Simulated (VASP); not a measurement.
The system is NaI.

```xyz
2
Lattice="0.0000 3.2297 3.1277 3.2297 0.0000 3.1277 3.2297 3.2297 0.0000" Properties=species:S:1:pos:R:3 pbc="T T T"
Na    0.0000    0.0000    0.0000
I     3.2297    3.2297    3.1277
```

This cell differs from its parent crystal: uniaxial z strain -3.2%.

Base run:

| Property | Result |
| --- | --- |
| Program | VASP 6.6.1 |
| Functional | r2SCAN |
| Potentials or basis | VASP PAW PBE potentials, release 64 (Na_pv, I) |
| Cutoff | 520 eV |
| k mesh | 8 × 8 × 8 |
| Occupations | gaussian, width 0.01 eV |
| Spin | no spin polarisation |

Its results: band gap on the k mesh 4.55 eV, direct; pressure 0.6 GPa.

Question: The run is repeated on the same cell with these changes: functional from r2SCAN to PBE; occupations from gaussian, width 0.01 eV to fermi-dirac, width 0.02 eV. What comes out?

Answer: Band gap on the k mesh 3.73 eV, direct; pressure 1.2 GPa.

Caveats: spin-orbit coupling is left out, which moves the levels of the heavy elements; the PAW data sets were made with another functional, which shifts forces and pressure a little (some runs).

